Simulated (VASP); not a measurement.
# Cu12S in VASP: further runs

Cu12S is run at these levels: PBE; tasks: single point.

Program: VASP 6.6.1. These are calculated values, not measurements. Logs are shortened: lines on timing, memory, paths and dates and some standing lists are left out, and cuts for length are marked.

**1. The cell of the first run**

The cell holds a slab with vacuum, 13 atoms: a = 5.132 Å, b = 5.132 Å, c = 19.028 Å, α = 90.00°, β = 90.00°, γ = 90.00°.

**2. Single point, PBE**

File INCAR:

```
SYSTEM = Cu12S
PREC = Accurate
ENCUT = 520
EDIFF = 1E-6
ISMEAR = 0
SIGMA = 0.1
LREAL = .FALSE.
LASPH = .TRUE.
NELM = 100
ALGO = Normal
ISIF = 2
LWAVE = .FALSE.
LCHARG = .FALSE.
LDIPOL = .TRUE.
IDIPOL = 3
DIPOL = 0.5 0.5 0.318
GGA = PE
NBANDS = 81
```

File KPOINTS:

```
regular mesh
0
G
  5 5 1
  0 0 0
```

File POSCAR:

```
Cu12S
1.0
    5.1319544654      0.0000000000      0.0000000000
    0.0000000000      5.1319544654      0.0000000000
    0.0000000000      0.0000000000     19.0279314150
Cu S
12 1
Direct
    0.2500000000      0.2500000000      0.2102172807
    0.2500000000      0.7500000000      0.2102172807
    0.7500000000      0.2500000000      0.2102172807
    0.7500000000      0.7500000000      0.2102172807
    0.0000000000      0.0000000000      0.3029241254
    0.0000000000      0.5000000000      0.3029241254
    0.5000000000      0.0000000000      0.3029241254
    0.5000000000      0.5000000000      0.3029241254
    0.2500000000      0.2500000000      0.3956253179
    0.2500000000      0.7500000000      0.3956253179
    0.7500000000      0.2500000000      0.3956253179
    0.7500000000      0.7500000000      0.3956253179
    0.2500000000      0.3333333333      0.5007672636
```

Potentials or basis: VASP PAW PBE potentials, release 64 (Cu, S).

The run is started by

```
$ cat potpaw_PBE.64/Cu/POTCAR potpaw_PBE.64/S/POTCAR > POTCAR
$ mpirun -np 1 vasp_std > vasp.out
```

OUTCAR:

```text
SYSTEM = Cu12S
   PREC = Accurate
   ENCUT = 520
   EDIFF = 1E-6
   ISMEAR = 0
   LREAL = .FALSE.
   LASPH = .TRUE.
   NELM = 100
   ISIF = 2
   GGA = PE

 ion  position               nearest neighbor table
   1  0.250  0.250  0.210-   5 2.53   6 2.53   7 2.53   8 2.53   2 2.57   3 2.57   2 2.57   3 2.57

   2  0.250  0.750  0.210-   5 2.53   6 2.53   7 2.53   8 2.53   1 2.57   4 2.57   1 2.57   4 2.57

   3  0.750  0.250  0.210-   5 2.53   6 2.53   7 2.53   8 2.53   1 2.57   4 2.57   4 2.57   1 2.57
[... 15 lines left out ...]
  11  0.750  0.250  0.396-   5 2.53   6 2.53   7 2.53   8 2.53   9 2.57  12 2.57  12 2.57   9 2.57

  12  0.750  0.750  0.396-   5 2.53   6 2.53   7 2.53   8 2.53  10 2.57  11 2.57  11 2.57  10 2.57

  13  0.250  0.333  0.501-   9 2.05

  LATTYP: Found a simple tetragonal cell.
 ALAT       =     5.1319544654
 C/A-ratio  =     3.7077358233

  Lattice vectors:

 A1 = (   5.1319544654,   0.0000000000,   0.0000000000)
 A2 = (   0.0000000000,   5.1319544654,   0.0000000000)
 A3 = (   0.0000000000,   0.0000000000,  19.0279314150)

Analysis of symmetry for initial positions (statically):
=====================================================================
 Subroutine PRICEL returns:
 Original cell was already a primitive cell.

 Routine SETGRP: Setting up the symmetry group for a
 simple tetragonal supercell.

 Subroutine GETGRP returns: Found  2 space group operations
 (whereof  1 operations were pure point group operations)
 out of a pool of 16 trial point group operations.

The static configuration has the point symmetry C_1 .
 The point group associated with its full space group is C_1h.

Analysis of symmetry for dynamics (positions and initial velocities):
=====================================================================
 Subroutine PRICEL returns:
 Original cell was already a primitive cell.

 Routine SETGRP: Setting up the symmetry group for a
 simple tetragonal supercell.

 Subroutine GETGRP returns: Found  2 space group operations
 (whereof  1 operations were pure point group operations)
 out of a pool of 16 trial point group operations.

The dynamic configuration has the point symmetry C_1 .
 The point group associated with its full space group is C_1h.

 Subroutine INISYM returns: Found  2 space group operations
 (whereof  1 operations are pure point group operations),
 and found     1 'primitive' translations

----------------------------------------------------------------------------------------

[... 120 lines left out ...]
  Fermi-wavevector in a.u.,A,eV,Ry     =   1.065080  2.012709 15.434380  1.134395
  Thomas-Fermi vector in A             =   2.200620
   LORBIT       =      0    0 simple, 1 ext, 2 COOP (PROOUT), +10 PAW based schemes
   GGA     = PE    functional components
   LHFCALC =     F    Hartree Fock is set to
   AEXX    =    0.0000 exact exchange contribution
   IVDW    =     0    specifies the selected vdW correction
   LEPSILON=     F    determine dielectric tensor
   LRPA    =     F    only Hartree local field effects (RPA)
 non-spin polarized calculation
 Gauss-broadening in eV      SIGMA  =   0.10
  energy-cutoff  :      520.00
  volume of cell :      501.14
 maximum number of plane-waves:     13595
 NGX is ok and might be reduce to    40
   NGX = 19   NGY = 19   NGZ = 71

 dipolmoment           0.000000      0.000000     -0.338307 electrons x Angstroem

 number of electron     137.9999785 magnetization

 dipolmoment           0.000000      0.000000      0.216199 electrons x Angstroem

 Free energy of the ion-electron system (eV)
  ---------------------------------------------------
  ext. energy  EPLUGINS =         0.00000000
  ---------------------------------------------------
  free energy    TOTEN  =       -44.10955573 eV

  energy without entropy =      -44.06311393  energy(sigma->0) =      -44.08633483

 E-fermi :  -1.1627     XC(G=0):  -5.0106

 val. band max:       -1.1629882730   @ k =   0.4000   0.4000   0.0000
 cond. band min:      -1.1483767523   @ k =   0.0000   0.2000   0.0000
 fundamental gap:      0.0146115207
 Fermi energy:        -1.1626557816

 k-point     1 :       0.0000    0.0000    0.0000
  band No.  band energies     occupation
      1     -12.8747      2.00000
      2      -9.5015      2.00000
      3      -6.9443      2.00000
      4      -6.0406      2.00000
      5      -6.0379      2.00000
      6      -5.8397      2.00000
[... 745 lines left out ...]
     80       4.6436      0.00000
     81       4.7366      0.00000

------------------------ aborting loop because EDIFF is reached ----------------------------------------

 vacuum level on the upper side and lower side of the slab       (xc-potential included)         0.564        -0.846

  FORCE on cell =-STRESS in cart. coord.  units (eV):
  Direction    XX          YY          ZZ          XY          YZ          ZX
  --------------------------------------------------------------------------------------
  -------------------------------------------------------------------------------------
  Total       -4.1466467     -3.9033665      1.3205247      0.0000000      1.1224878      0.0000000
  in kB      -13.2571584    -12.4793723      4.2218222      0.0000000      3.5886826      0.0000000
  external PRESSURE =      -7.1715695 kB  Pullay stress =       0.0000000 kB

 VOLUME and BASIS-vectors are now :
 -----------------------------------------------------------------------------
  energy-cutoff  :      520.00
  volume of cell :      501.14
      direct lattice vectors                 reciprocal lattice vectors
     5.131954465  0.000000000  0.000000000     0.194857536  0.000000000  0.000000000
     0.000000000  5.131954465  0.000000000     0.000000000  0.194857536  0.000000000
     0.000000000  0.000000000 19.027931415     0.000000000  0.000000000  0.052554320

 POSITION                                       TOTAL-FORCE (eV/Angst)
 -----------------------------------------------------------------------------------
      1.28299      1.28299      4.00000         0.000000      0.013825      0.013016
      1.28299      3.84897      4.00000         0.000000     -0.015339     -0.028951
      3.84897      1.28299      4.00000         0.000000      0.001036     -0.032665
      3.84897      3.84897      4.00000         0.000000     -0.001249     -0.046606
      0.00000      0.00000      5.76402         0.029676     -0.004426     -0.119004
      0.00000      2.56598      5.76402        -0.042491      0.003052     -0.203229
      2.56598      0.00000      5.76402        -0.029676     -0.004426     -0.119004
      2.56598      2.56598      5.76402         0.042491      0.003052     -0.203229
      1.28299      1.28299      7.52793         0.000000     -0.341984     -0.368325
      1.28299      3.84897      7.52793         0.000000     -0.243237      0.676234
      3.84897      1.28299      7.52793         0.000000      0.048275      0.485746
      3.84897      3.84897      7.52793         0.000000     -0.014043     -0.027278
      1.28299      1.71065      9.52857         0.000000      0.555463     -0.026704
 -----------------------------------------------------------------------------------
    total drift:                               -0.000000     -0.000170     -0.000522

  FREE ENERGIE OF THE ION-ELECTRON SYSTEM (eV)
  ---------------------------------------------------
  free  energy   TOTEN  =       -44.1095557276 eV

  energy  without entropy=      -44.0631139308  energy(sigma->0) =      -44.08633483

 vacuum level on the upper side and lower side of the slab         4.697         3.241
```

Run time: 39 min. Hardware: 1 thread of Intel Xeon 8259CL, shared host; peak memory 0.67 GiB.

Results:

```
Free energy            : -44.1096 eV
Largest force          : 0.719 eV/Å
Band gap on the k mesh : zero (bands 69 and 70 overlap by 0.65 eV)
```

Forces in eV/Å, atoms in the order of the input:
```
Cu   0.000  0.014  0.013
Cu   0.000 -0.015 -0.029
Cu   0.000  0.001 -0.033
Cu   0.000 -0.001 -0.047
Cu   0.030 -0.004 -0.119
Cu  -0.042  0.003 -0.203
Cu  -0.030 -0.004 -0.119
Cu   0.042  0.003 -0.203
Cu   0.000 -0.342 -0.368
Cu   0.000 -0.243  0.676
Cu   0.000  0.048  0.486
Cu   0.000 -0.014 -0.027
S    0.000  0.555 -0.027
```

With open d or f shells a metallic result of PBE can be an artefact of self-interaction; +U or a hybrid may open a gap.

**3. Single point, PBE**

INCAR, as its differences from that of step 2:

```diff
@@ -3,3 +3,3 @@
 ENCUT = 520
-EDIFF = 1E-6
+EDIFF = 1E-7
 ISMEAR = 0
@@ -8,3 +8,3 @@
 LASPH = .TRUE.
-NELM = 100
+NELM = 80
 ALGO = Normal
```

File KPOINTS:

```
Automatic mesh
0
G
  5 5 1
  0 0 0
```

POSCAR, as its differences from that of step 2:

```diff
@@ -20,2 +20,2 @@
     0.7500000000      0.7500000000      0.3956253179
-    0.2500000000      0.3333333333      0.5007672636
+    0.2500000000      0.4166666667      0.4931478012
```

Potentials or basis: VASP PAW PBE potentials, release 64 (Cu, S).

The run is started by

```
$ cat potpaw_PBE.64/Cu/POTCAR potpaw_PBE.64/S/POTCAR > POTCAR
$ mpirun -np 1 vasp_std > vasp.out
```

OUTCAR:

```text
SYSTEM = Cu12S
   PREC = Accurate
   ENCUT = 520
   EDIFF = 1E-7
   ISMEAR = 0
   LREAL = .FALSE.
   LASPH = .TRUE.
   NELM = 80
   ISIF = 2
   GGA = PE

 ion  position               nearest neighbor table
   1  0.250  0.250  0.210-   5 2.53   6 2.53   7 2.53   8 2.53   2 2.57   3 2.57   2 2.57   3 2.57

   2  0.250  0.750  0.210-   5 2.53   6 2.53   7 2.53   8 2.53   1 2.57   4 2.57   1 2.57   4 2.57

   3  0.750  0.250  0.210-   5 2.53   6 2.53   7 2.53   8 2.53   1 2.57   4 2.57   4 2.57   1 2.57
[... 4 lines left out ...]
                             6 2.57   7 2.57   6 2.57   7 2.57
   6  0.000  0.500  0.303-   9 2.53  10 2.53  11 2.53  12 2.53   1 2.53   2 2.53   3 2.53   4 2.53
                             5 2.57   8 2.57   5 2.57   8 2.57
   7  0.500  0.000  0.303-   9 2.53  10 2.53  11 2.53  12 2.53   1 2.53   2 2.53   3 2.53   4 2.53
                             5 2.57   8 2.57   8 2.57   5 2.57
   8  0.500  0.500  0.303-   9 2.53  10 2.53  11 2.53  12 2.53   1 2.53   2 2.53   3 2.53   4 2.53
                             6 2.57   7 2.57   7 2.57   6 2.57
   9  0.250  0.250  0.396-  13 2.04   6 2.53   7 2.53   8 2.53   5 2.53  11 2.57  10 2.57  10 2.57
                            11 2.57
  10  0.250  0.750  0.396-  13 2.52   6 2.53   7 2.53   8 2.53   5 2.53  12 2.57   9 2.57   9 2.57
                            12 2.57
  11  0.750  0.250  0.396-   5 2.53   6 2.53   7 2.53   8 2.53   9 2.57  12 2.57  12 2.57   9 2.57

  12  0.750  0.750  0.396-   5 2.53   6 2.53   7 2.53   8 2.53  10 2.57  11 2.57  11 2.57  10 2.57

  13  0.250  0.417  0.493-   9 2.04  10 2.52

  LATTYP: Found a simple tetragonal cell.
 ALAT       =     5.1319544654
 C/A-ratio  =     3.7077358233

  Lattice vectors:

 A1 = (   5.1319544654,   0.0000000000,   0.0000000000)
 A2 = (   0.0000000000,   5.1319544654,   0.0000000000)
 A3 = (   0.0000000000,   0.0000000000,  19.0279314150)

Analysis of symmetry for initial positions (statically):
=====================================================================
 Subroutine PRICEL returns:
 Original cell was already a primitive cell.
[... 174 lines left out ...]

 Free energy of the ion-electron system (eV)
  ---------------------------------------------------
  ext. energy  EPLUGINS =         0.00000000
  ---------------------------------------------------
  free energy    TOTEN  =       -44.49016564 eV

  energy without entropy =      -44.43774976  energy(sigma->0) =      -44.46395770

 E-fermi :  -1.1126     XC(G=0):  -4.9777

 val. band max:       -1.1175532410   @ k =   0.0000   0.2000   0.0000
 cond. band min:      -1.1117676975   @ k =   0.2000   0.0000   0.0000
 fundamental gap:      0.0057855435
 Fermi energy:        -1.1126161855

 k-point     1 :       0.0000    0.0000    0.0000
  band No.  band energies     occupation
      1     -13.1204      2.00000
      2      -9.4557      2.00000
      3      -6.9066      2.00000
      4      -6.0121      2.00000
      5      -6.0024      2.00000
      6      -5.8193      2.00000
[... 745 lines left out ...]
     80       4.6839      0.00000
     81       4.7934      0.00000

------------------------ aborting loop because EDIFF is reached ----------------------------------------

 vacuum level on the upper side and lower side of the slab       (xc-potential included)         0.571        -0.671

  FORCE on cell =-STRESS in cart. coord.  units (eV):
  Direction    XX          YY          ZZ          XY          YZ          ZX
  --------------------------------------------------------------------------------------
  -------------------------------------------------------------------------------------
  Total       -4.3738943     -2.6528847      1.4768897      0.0000000      2.1824463      0.0000000
  in kB      -13.9836872     -8.4814831      4.7217337      0.0000000      6.9774539      0.0000000
  external PRESSURE =      -5.9144788 kB  Pullay stress =       0.0000000 kB

 VOLUME and BASIS-vectors are now :
 -----------------------------------------------------------------------------
  energy-cutoff  :      520.00
  volume of cell :      501.14
      direct lattice vectors                 reciprocal lattice vectors
     5.131954465  0.000000000  0.000000000     0.194857536  0.000000000  0.000000000
     0.000000000  5.131954465  0.000000000     0.000000000  0.194857536  0.000000000
     0.000000000  0.000000000 19.027931415     0.000000000  0.000000000  0.052554320

 POSITION                                       TOTAL-FORCE (eV/Angst)
 -----------------------------------------------------------------------------------
      1.28299      1.28299      4.00000         0.000000      0.021669     -0.002120
      1.28299      3.84897      4.00000         0.000000     -0.022936     -0.027433
      3.84897      1.28299      4.00000         0.000000     -0.008193     -0.031707
      3.84897      3.84897      4.00000         0.000000      0.009007     -0.050746
      0.00000      0.00000      5.76402         0.045585     -0.006456     -0.073121
      0.00000      2.56598      5.76402        -0.085083      0.007468     -0.256362
      2.56598      0.00000      5.76402        -0.045585     -0.006456     -0.073121
      2.56598      2.56598      5.76402         0.085083      0.007468     -0.256362
      1.28299      1.28299      7.52793         0.000000     -0.851245     -0.586513
      1.28299      3.84897      7.52793         0.000000     -0.348312      0.954932
      3.84897      1.28299      7.52793         0.000000      0.034651      0.341282
      3.84897      3.84897      7.52793         0.000000     -0.014268      0.056552
      1.28299      2.13831      9.38358         0.000000      1.177602      0.004718
 -----------------------------------------------------------------------------------
    total drift:                               -0.000000      0.000083      0.000503

  FREE ENERGIE OF THE ION-ELECTRON SYSTEM (eV)
  ---------------------------------------------------
  free  energy   TOTEN  =       -44.4901656372 eV

  energy  without entropy=      -44.4377497618  energy(sigma->0) =      -44.46395770

 vacuum level on the upper side and lower side of the slab         4.650         3.358
```

stdout:

```text
POSCAR found type information on POSCAR CuS
 POSCAR found :  2 types and      13 ions
 scaLAPACK will be used
 LDA part: xc-table for (Slater+PW92), standard interpolation
 POSCAR, INCAR and KPOINTS ok, starting setup
 FFT: planning ... GRIDC
 FFT: planning ... GRID_SOFT
 FFT: planning ... GRID
 WAVECAR not read
 entering main loop
```

Run time: 11 min. Hardware: 1 thread of AMD EPYC 9R45 (Zen 5), shared host; peak memory 0.63 GiB.

What came out:

```
Free energy            : -44.4902 eV
Largest force          : 1.178 eV/Å
Band gap on the k mesh : zero (bands 69 and 70 overlap by 0.59 eV)
```

Forces on the atoms (eV/Å):
```
Cu   0.000  0.022 -0.002
Cu   0.000 -0.023 -0.027
Cu   0.000 -0.008 -0.032
Cu   0.000  0.009 -0.051
Cu   0.046 -0.006 -0.073
Cu  -0.085  0.007 -0.256
Cu  -0.046 -0.006 -0.073
Cu   0.085  0.007 -0.256
Cu   0.000 -0.851 -0.587
Cu   0.000 -0.348  0.955
Cu   0.000  0.035  0.341
Cu   0.000 -0.014  0.057
S    0.000  1.178  0.005
```

Levels at points of the mesh, in eV from the Fermi level:
| k point | band 65 | band 66 | band 67 | band 68 | band 69 | band 70 | band 71 | band 72 | band 73 | band 74 |
| --- | --- | --- | --- | --- | --- | --- | --- | --- | --- | --- |
| (0.00, 0.00, 0.00) | -1.13 | -0.90 | -0.30 | -0.24 | -0.18 | -0.06 | -0.06 | 0.77 | 0.91 | 1.90 |

With open d or f shells a metallic result of PBE can be an artefact of self-interaction; +U or a hybrid may open a gap.
